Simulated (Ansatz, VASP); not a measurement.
## Al2Ru in VASP and in Ansatz

```
Al Ru
1.0
     0.00000    3.85317    4.23608
     2.41124    0.00000    4.23608
     2.41124    3.85317    0.00000
Al Ru
4 2
Direct
  0.07890 0.42110 0.07890
  0.42110 0.07890 0.42110
  0.17110 0.82890 0.17110
  0.82890 0.17110 0.82890
  0.75000 0.75000 0.75000
  0.50000 0.50000 0.50000
```

Change from the starting cell: volume 13.119 Å^3 an atom, stretch along a over the lengths across it, relative to the relaxed cell 1.0621.

Alike in both runs: task single point; functional LDA; k mesh 10 × 10 × 10; occupations gaussian, width 0.03 eV; no spin polarisation.

|  | VASP | Ansatz |
| --- | --- | --- |
| version | VASP 6.6.1 | Ansatz 0.2.0 |
| potentials or method | VASP PAW LDA potentials, release 64 (Al, Ru_pv), cutoff 520 eV | scalar-relativistic, plane waves, PAW |
| valence electrons in the cell | 40 | 44 |

Ansatz gave:

| Item | Value |
| --- | --- |
| gap on the k mesh at the Fermi level (eV) | 0.37 |
| least direct gap on the mesh (eV) | 1.24 |
| pressure (GPa) | 4.4 |
| traceless stress, the component that is largest in VASP (GPa) | -11.90 |
| rms of the force components (eV/Å) | 0.103 |

Task: What did VASP give for the same quantities?

Result: gap on the k mesh at the Fermi level (eV): 0.36; least direct gap on the mesh (eV): 1.24; pressure (GPa): 4.9; traceless stress, the component that is largest in VASP (GPa): -11.93; rms of the force components (eV/Å): 0.098.

Ansatz warns that its potentials were made for another functional, while VASP's fit it. LDA's correlation is that of Perdew and Zunger in VASP and of Perdew and Wang (1992) in Ansatz. Atom by atom the forces differ by 0.005 eV/Å (rms over components). VASP's potentials hold 40 valence electrons a cell and Ansatz's 44, so a difference there can come from the potentials and not from the codes.
